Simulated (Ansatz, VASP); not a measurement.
**Two plane-wave programs on La**

```
La
1.0
     3.81374    0.00000    0.00000
    -1.90687    3.30279    0.00000
     0.00000    0.00000    6.02816
La
2
Direct
  0.33333 0.66667 0.75000
  0.66667 0.33333 0.25000
```

Alike in both runs: task single point; functional r2SCAN; k mesh 14 × 14 × 8; occupations gaussian, width 0.05 eV; no spin polarisation.

|  | VASP | Ansatz |
| --- | --- | --- |
| version | VASP 6.6.1 | Ansatz 0.2.0 |
| potentials or method | VASP PAW PBE potentials, release 64 (La), cutoff 520 eV | scalar-relativistic, plane waves, PAW |
| valence electrons in the cell | 22 | 22 |

|  | VASP | Ansatz | Ansatz less VASP |
| --- | --- | --- | --- |
| pressure (GPa) | 0.0 | 0.0 | -0.06 |

VASP's potentials were made for PBE, not for r2SCAN. The functional is the same, so the differences come from potentials, cutoffs and numerics.

Neither program's run includes spin-orbit coupling.
